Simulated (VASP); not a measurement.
# BAs (F-43m) in VASP: further runs, part 2 of 2

VASP 6.6.1. Earlier steps stand in the parts before.

**4. Single point, PBE**

This run uses another cell than the first one, of 13.63 Å³/atom, 1.087 times its volume.

File INCAR:

```
SYSTEM = BAs
PREC = Accurate
ENCUT = 520
EDIFF = 1E-7
ISMEAR = 0
SIGMA = 0.01
LREAL = .False.
LASPH = .True.
NELM = 100
ALGO = Normal
ISIF = 2
LWAVE = .False.
LCHARG = .False.
GGA = PE
NBANDS = 11
```

File KPOINTS:

```
regular mesh
0
Gamma
  7 7 7
  0 0 0
```

File POSCAR:

```
BAs
1.0
    0.0000000000      2.3885000000      2.3885000000
    2.3885000000      0.0000000000      2.3885000000
    2.3885000000      2.3885000000      0.0000000000
B As
1 1
Direct
    0.0000000000      0.0000000000      0.0000000000
    0.2500000000      0.2500000000      0.2500000000
```

Potentials or basis: VASP PAW PBE potentials, release 64 (B, As).

Started as:

```bash
$ cat potpaw_PBE.64/B/POTCAR potpaw_PBE.64/As/POTCAR > POTCAR
$ mpirun -np 1 vasp_std > vasp.out
```

OUTCAR:

```text
SYSTEM = BAs
   PREC = Accurate
   ENCUT = 520
   EDIFF = 1E-7
   ISMEAR = 0
   LREAL = .False.
   LASPH = .True.
   NELM = 100
   ISIF = 2
   GGA = PE

 ion  position               nearest neighbor table
   1  0.000  0.000  0.000-   2 2.07   2 2.07   2 2.07   2 2.07
   2  0.250  0.250  0.250-   1 2.07   1 2.07   1 2.07   1 2.07

  LATTYP: Found a face centered cubic cell.
 ALAT       =     4.7770000000

  Lattice vectors:

 A1 = (   0.0000000000,   2.3885000000,   2.3885000000)
 A2 = (   2.3885000000,   0.0000000000,   2.3885000000)
 A3 = (   2.3885000000,   2.3885000000,   0.0000000000)

Analysis of symmetry for initial positions (statically):
=====================================================================
 Subroutine PRICEL returns:
 Original cell was already a primitive cell.

 Routine SETGRP: Setting up the symmetry group for a
 face centered cubic supercell.

 Subroutine GETGRP returns: Found 24 space group operations
 (whereof 24 operations were pure point group operations)
 out of a pool of 48 trial point group operations.

The static configuration has the point symmetry T_d .

Analysis of symmetry for dynamics (positions and initial velocities):
[... 165 lines left out ...]
      2       6.1286      2.00000
      3       6.1286      2.00000
      4       6.1286      2.00000
      5       9.4041      0.00000
      6       9.4041      0.00000
      7       9.4041      0.00000
      8      10.8156      0.00000
      9      15.7111      0.00000
     10      19.0775      0.00000
     11      19.0775      0.00000
[... 253 lines left out ...]
 k-point    20 :      -0.2857    0.4286    0.1429
  band No.  band energies     occupation
      1      -5.1021      2.00000
      2      -1.8856      2.00000
      3       0.2511      2.00000
      4       1.8209      2.00000
      5       9.9671      0.00000
      6      12.4512      0.00000
      7      13.4023      0.00000
      8      14.1919      0.00000
      9      17.5523      0.00000
     10      20.4251      0.00000
     11      22.6003      0.00000

------------------------ aborting loop because EDIFF is reached ----------------------------------------

  FORCE on cell =-STRESS in cart. coord.  units (eV):
  Direction    XX          YY          ZZ          XY          YZ          ZX
  --------------------------------------------------------------------------------------
  -------------------------------------------------------------------------------------
  Total        0.5847782      0.5847782      0.5847782      0.0000000      0.0000000      0.0000000
  in kB       34.3792178     34.3792178     34.3792178      0.0000000      0.0000000      0.0000000
  external PRESSURE =      34.3792178 kB  Pullay stress =       0.0000000 kB

 VOLUME and BASIS-vectors are now :
 -----------------------------------------------------------------------------
  energy-cutoff  :      520.00
  volume of cell :       27.25
      direct lattice vectors                 reciprocal lattice vectors
     0.000000000  2.388500000  2.388500000    -0.209336404  0.209336404  0.209336404
     2.388500000  0.000000000  2.388500000     0.209336404 -0.209336404  0.209336404
     2.388500000  2.388500000  0.000000000     0.209336404  0.209336404 -0.209336404

 POSITION                                       TOTAL-FORCE (eV/Angst)
 -----------------------------------------------------------------------------------
      0.00000      0.00000      0.00000        -0.000000     -0.000000     -0.000000
      1.19425      1.19425      1.19425         0.000000      0.000000      0.000000
 -----------------------------------------------------------------------------------
    total drift:                               -0.000000     -0.000000     -0.000000

  FREE ENERGIE OF THE ION-ELECTRON SYSTEM (eV)
  ---------------------------------------------------
  free  energy   TOTEN  =       -11.3999227386 eV

  energy  without entropy=      -11.3999227386  energy(sigma->0) =      -11.39992274
```

OSZICAR:

```text
N       E                     dE             d eps       ncg     rms          rms(c)
DAV:   1     0.135784095636E+02    0.13578E+02   -0.39344E+03   440   0.655E+02
DAV:   2    -0.112521335706E+02   -0.24831E+02   -0.23907E+02   592   0.106E+02
DAV:   3    -0.120390098715E+02   -0.78688E+00   -0.78524E+00   547   0.177E+01
DAV:   4    -0.120412626904E+02   -0.22528E-02   -0.22527E-02   491   0.107E+00
DAV:   5    -0.120412660546E+02   -0.33643E-05   -0.33642E-05   535   0.455E-02    0.494E+00
DAV:   6    -0.114659850127E+02    0.57528E+00   -0.15892E+00   473   0.512E+00    0.240E+00
DAV:   7    -0.114063017893E+02    0.59683E-01   -0.19640E-01   500   0.216E+00    0.985E-01
DAV:   8    -0.113994645192E+02    0.68373E-02   -0.20828E-02   497   0.817E-01    0.988E-02
DAV:   9    -0.113997551125E+02   -0.29059E-03   -0.80569E-04   509   0.163E-01    0.597E-02
DAV:  10    -0.113999160219E+02   -0.16091E-03   -0.19682E-04   478   0.854E-02    0.123E-02
DAV:  11    -0.113999226118E+02   -0.65898E-05   -0.60263E-06   528   0.164E-02    0.108E-02
DAV:  12    -0.113999226829E+02   -0.71160E-07   -0.28989E-06   476   0.909E-03    0.379E-03
DAV:  13    -0.113999227386E+02   -0.55647E-07   -0.89966E-08   410   0.198E-03
   1 F= -.11399923E+02 E0= -.11399923E+02  d E =-.419639E-13
```

stdout:

```text
POSCAR found type information on POSCAR B As
 POSCAR found :  2 types and       2 ions
 scaLAPACK will be used
 LDA part: xc-table for (Slater+PW92), standard interpolation
 POSCAR, INCAR and KPOINTS ok, starting setup
 FFT: planning ... GRIDC
 FFT: planning ... GRID_SOFT
 FFT: planning ... GRID
 WAVECAR not read
 entering main loop
```

It took 6.6 s on 1 thread of AMD EPYC 7R13 (Zen 3), shared host; peak memory 0.12 GiB.

What came out:

```
Free energy            : -11.3999 eV
Pressure               : 3.4 GPa
Band gap on the k mesh : 1.20 eV, indirect (least direct gap 3.28 eV)
```

Levels at points of the mesh, in eV from the valence-band top:
```
           k point  band 2  band 3  band 4  band 5  band 6  band 7
(0.00, 0.00, 0.00)    0.00    0.00    0.00    3.28    3.28    3.28
```

**5. Overview**

| cell | gap on the mesh (eV) | pressure (GPa) |
| --- | --- | --- |
| a = 3.285 Å, angles 60.0°, 2 atoms | 1.10 | 17.8 |
| a = 3.332 Å, angles 60.0°, 2 atoms | 1.15 | 9.9 |
| a = 3.378 Å, angles 60.0°, 2 atoms | 1.20 | 3.4 |

Alike in all rows: task single point; level PBE; potentials or basis VASP PAW PBE potentials, release 64 (B, As); no spin polarisation; k mesh 7 × 7 × 7; cutoff (eV) 520; smearing gaussian 0.01 eV.

Total energies depend on the potentials used, so only differences within one code and one set of settings carry meaning.
